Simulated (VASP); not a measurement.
# B6C (I4/mmm) in VASP: notebook, part 2 of 2

VASP 6.6.1.

## 3. Single point, PBE

This run uses another cell than the first one, of 6.68 Å³/atom.

Input file INCAR:

```
  PREC = Accurate
  ENCUT = 600
  EDIFF = 1E-6
  ISMEAR = 0
  SIGMA = 0.2
  LREAL = False
  LASPH = True
  NELM = 120
  ALGO = Normal
  ISIF = 2
  LWAVE = False
  LCHARG = False
  GGA = PE
  NBANDS = 20
  GGA_COMPAT = False
```

Input file KPOINTS:

```
regular mesh
0
Gamma
  5 5 5
```

Input file POSCAR:

```
B6C
1.0
   -2.0070669588      2.0070669588      2.9005974605
    2.0070669588     -2.0070669588      2.9005974605
    2.0070669588      2.0070669588     -2.9005974605
B C
6 1
Direct
    0.7166940510      0.7166940510      0.4333881020
    0.2833059490      0.2833059490      0.5666118980
    0.7166940510      0.2833059490      0.0000000000
    0.2833059490      0.7166940510      0.0000000000
    0.7500000000      0.2500000000      0.5000000000
    0.2500000000      0.7500000000      0.5000000000
    0.0000000000      0.0000000000      0.0000000000
```

Potentials or basis: VASP PAW PBE potentials, release 64 (B, C).

Command:

```sh
cat potpaw_PBE.64/B/POTCAR potpaw_PBE.64/C/POTCAR > POTCAR
mpirun -np 1 vasp_std > vasp.out
```

OUTCAR:

```text
PREC = Accurate
   ENCUT = 600
   EDIFF = 1E-6
   ISMEAR = 0
   LREAL = False
   LASPH = True
   NELM = 120
   ISIF = 2
   GGA = PE

 ion  position               nearest neighbor table
   1  0.717  0.717  0.433-   7 1.61   3 1.74   4 1.74   5 2.04   6 2.04   5 2.04   6 2.04
   2  0.283  0.283  0.567-   7 1.61   4 1.74   3 1.74   6 2.04   5 2.04   6 2.04   5 2.04
   3  0.717  0.283  0.000-   7 1.61   2 1.74   1 1.74   5 2.04   6 2.04   5 2.04   6 2.04
   4  0.283  0.717  0.000-   7 1.61   2 1.74   1 1.74   6 2.04   5 2.04   6 2.04   5 2.04
   5  0.750  0.250  0.500-   1 2.04   2 2.04   4 2.04   3 2.04   3 2.04   4 2.04   1 2.04   2 2.04

   6  0.250  0.750  0.500-   1 2.04   2 2.04   3 2.04   4 2.04   4 2.04   3 2.04   1 2.04   2 2.04

   7  0.000  0.000  0.000-   2 1.61   1 1.61   4 1.61   3 1.61

  LATTYP: Found a body centered tetragonal cell.
 ALAT       =     4.0141339176
 C/A-ratio  =     1.4451921735

  Lattice vectors:

 A1 = (  -2.0070669588,   2.0070669588,   2.9005974605)
 A2 = (   2.0070669588,  -2.0070669588,   2.9005974605)
 A3 = (   2.0070669588,   2.0070669588,  -2.9005974605)

Analysis of symmetry for initial positions (statically):
=====================================================================
 Subroutine PRICEL returns:
 Original cell was already a primitive cell.

 Routine SETGRP: Setting up the symmetry group for a
 body centered tetragonal supercell.

 Subroutine GETGRP returns: Found 16 space group operations
 (whereof 16 operations were pure point group operations)
 out of a pool of 16 trial point group operations.

The static configuration has the point symmetry D_4h.

Analysis of symmetry for dynamics (positions and initial velocities):
=====================================================================
 Subroutine PRICEL returns:
 Original cell was already a primitive cell.

 Routine SETGRP: Setting up the symmetry group for a
 body centered tetragonal supercell.

 Subroutine GETGRP returns: Found 16 space group operations
 (whereof 16 operations were pure point group operations)
 out of a pool of 16 trial point group operations.

The dynamic configuration has the point symmetry D_4h.

 Subroutine INISYM returns: Found 16 space group operations
 (whereof 16 operations are pure point group operations),
 and found     1 'primitive' translations

----------------------------------------------------------------------------------------

                                     Primitive cell

  volume of cell :      46.7381

  direct lattice vectors                    reciprocal lattice vectors
    -2.007066959  2.007066959  2.900597460     0.000000000  0.249119741  0.172378280
     2.007066959 -2.007066959  2.900597460     0.249119741  0.000000000  0.172378280
     2.007066959  2.007066959 -2.900597460     0.249119741  0.249119741  0.000000000

  length of vectors
     4.058337244  4.058337244  4.058337244     0.302943751  0.302943751  0.352308516

  position of ions in fractional coordinates (direct lattice)
     0.716694051  0.716694051  0.433388102
     0.283305949  0.283305949  0.566611898
     0.716694051  0.283305949  0.000000000
     0.283305949  0.716694051  0.000000000
     0.750000000  0.250000000  0.500000000
[... 41 lines left out ...]
  0.000000  0.000000  0.000000      1.000000
  0.200000  0.000000 -0.000000      8.000000
  0.400000 -0.000000  0.000000      8.000000
  0.200000  0.200000 -0.000000      8.000000
  0.400000  0.200000 -0.000000     16.000000
 -0.400000  0.200000  0.000000     16.000000
[... 10 lines left out ...]
 -0.400000  0.400000  0.400000      4.000000
 -0.400000 -0.400000  0.400000      2.000000
   k-points           NKPTS =     18   k-points in BZ     NKDIM =     18   number of bands    NBANDS=     20
   number of dos      NEDOS =    301   number of ions     NIONS =      7
   total plane-waves  NPLWV =  32768
   dimension x,y,z NGX =    32 NGY =   32 NGZ =   32
   dimension x,y,z NGXF=    64 NGYF=   64 NGZF=   64
   ions per type =               6   1
   NGX,Y,Z   is equivalent  to a cutoff of  13.11, 13.11, 13.11 a.u.
   NGXF,Y,Z  is equivalent  to a cutoff of  26.22, 26.22, 26.22 a.u.
 SYSTEM =  unknown system
   PREC   = accura    normal or accurate (medium, high low for compatibility)
   ISTART =      0    job   : 0-new  1-cont  2-samecut
   ICHARG =      2    charge: 1-file 2-atom 10-const
   ISPIN  =      1    spin polarized calculation?
   LNONCOLLINEAR =      F non collinear calculations
   LSORBIT =      F    spin-orbit coupling
   LASPH  =      T    aspherical Exc in radial PAW
   ENCUT  =  600.0 eV  44.10 Ry    6.64 a.u.   8.11  8.11  8.11*2*pi/ulx,y,z
   NELM   =    120;   NELMIN=  2; NELMDL= -5     # of ELM steps
   EDIFF  = 0.1E-05   stopping-criterion for ELM
   LREAL  =      F    real-space projection
   EDIFFG = 0.1E-04   stopping-criterion for IOM
   NSW    =      0    number of steps for IOM
   IBRION =     -1    ionic relax: 0-MD 1-quasi-New 2-CG
   NFREE  =      0    steps in history (QN), initial steepest desc. (CG)
   ISIF   =      2    stress and relaxation
   ISYM   =      2    0-nonsym 1-usesym 2-fastsym
   POTIM  = 0.5000    time-step for ionic-motion
   TEBEG  =    0.0;   TEEND  =   0.0 temperature during run
   PSTRESS=    0.0 pullay stress
   NELECT =      22.0000    total number of electrons
   NUPDOWN=      -1.0000    fix difference up-down
   EMIN   =  10.00;   EMAX   =-10.00  energy-range for DOS
   EFERMI =   0.00;   METHOD = LEGACY
   ISMEAR =     0;   SIGMA  =   0.20  broadening in eV -4-tet -1-fermi 0-gaus
   EFERMI_NEDOS =   21; number of points for ismear=-14 and -15
   IALGO  =     38    algorithm
   IMIX   =      4    mixing-type and parameters
     AMIX     =   0.40;   BMIX     =  1.00
     AMIX_MAG =   1.60;   BMIX_MAG =  1.00
  volume/ion in A,a.u.               =       6.68        45.06
  Fermi-wavevector in a.u.,A,eV,Ry     =   1.273480  2.406528 22.065253  1.621750
  Thomas-Fermi vector in A             =   2.406301
   LORBIT       =      0    0 simple, 1 ext, 2 COOP (PROOUT), +10 PAW based schemes
   GGA     = PE    functional components
   LHFCALC =     F    Hartree Fock is set to
   AEXX    =    0.0000 exact exchange contribution
   IVDW    =     0    specifies the selected vdW correction
   LEPSILON=     F    determine dielectric tensor
   LRPA    =     F    only Hartree local field effects (RPA)
 non-spin polarized calculation
 Gauss-broadening in eV      SIGMA  =   0.20
  energy-cutoff  :      600.00
  volume of cell :       46.74
 maximum number of plane-waves:      1572
   NGX = 17   NGY = 17   NGZ = 17

 number of electron      22.0000000 magnetization

 Free energy of the ion-electron system (eV)
  ---------------------------------------------------
  ext. energy  EPLUGINS =         0.00000000
  ---------------------------------------------------
  free energy    TOTEN  =       -42.09076098 eV

  energy without entropy =      -42.04507998  energy(sigma->0) =      -42.06792048

 E-fermi :   8.4388     XC(G=0): -12.3257

 val. band max:        8.4131828789   @ k =  -0.4000  -0.4000   0.4000
 cond. band min:       8.4669305618   @ k =  -0.2000   0.2000   0.2000
 fundamental gap:      0.0537476830
 Fermi energy:         8.4387888753

 k-point     1 :       0.0000    0.0000    0.0000
  band No.  band energies     occupation
      1      -9.8805      2.00000
      2      -2.5382      2.00000
      3      -1.0592      2.00000
      4      -0.2584      2.00000
      5      -0.2584      2.00000
      6       2.6338      2.00000
[... 403 lines left out ...]
     19      14.2820      0.00000
     20      15.5719      0.00000

------------------------ aborting loop because EDIFF is reached ----------------------------------------

  FORCE on cell =-STRESS in cart. coord.  units (eV):
  Direction    XX          YY          ZZ          XY          YZ          ZX
  --------------------------------------------------------------------------------------
  -------------------------------------------------------------------------------------
  Total       -0.0105654     -0.0105654     -0.0383153      0.0000000     -0.0000000     -0.0000000
  in kB       -0.3621810     -0.3621810     -1.3134438      0.0000000     -0.0000000     -0.0000000
  external PRESSURE =      -0.6792686 kB  Pullay stress =       0.0000000 kB

 VOLUME and BASIS-vectors are now :
 -----------------------------------------------------------------------------
  energy-cutoff  :      600.00
  volume of cell :       46.74
      direct lattice vectors                 reciprocal lattice vectors
    -2.007066959  2.007066959  2.900597460     0.000000000  0.249119741  0.172378280
     2.007066959 -2.007066959  2.900597460     0.249119741  0.000000000  0.172378280
     2.007066959  2.007066959 -2.900597460     0.249119741  0.249119741  0.000000000

 POSITION                                       TOTAL-FORCE (eV/Angst)
 -----------------------------------------------------------------------------------
      0.86984      0.86984      2.90060         0.000531      0.000531     -0.000000
      1.13723      1.13723      0.00000        -0.000531     -0.000531      0.000000
     -0.86984      0.86984      2.90060        -0.000531      0.000531     -0.000000
      0.86984     -0.86984      2.90060         0.000531     -0.000531     -0.000000
     -0.00000      2.00707      1.45030         0.000000      0.000000     -0.000000
      2.00707     -0.00000      1.45030        -0.000000     -0.000000     -0.000000
      0.00000      0.00000      0.00000        -0.000000      0.000000     -0.000000
 -----------------------------------------------------------------------------------
    total drift:                                0.000000     -0.000000     -0.000000

  FREE ENERGIE OF THE ION-ELECTRON SYSTEM (eV)
  ---------------------------------------------------
  free  energy   TOTEN  =       -42.0907609832 eV

  energy  without entropy=      -42.0450799805  energy(sigma->0) =      -42.06792048
```

Run time: 41 s. Hardware: 1 thread of AMD EPYC 7R13, shared host; peak memory 0.14 GiB.

Results:

```yaml
Free_energy: -42.0908 eV
Pressure: -0.1 GPa
Band_gap_on_the_k_mesh: zero (bands 11 and 12 overlap by 2.68 eV)
```

Caveat: the k points lie up to 0.38 Å⁻¹ apart, too coarse for converged energies and pressures of a metal.
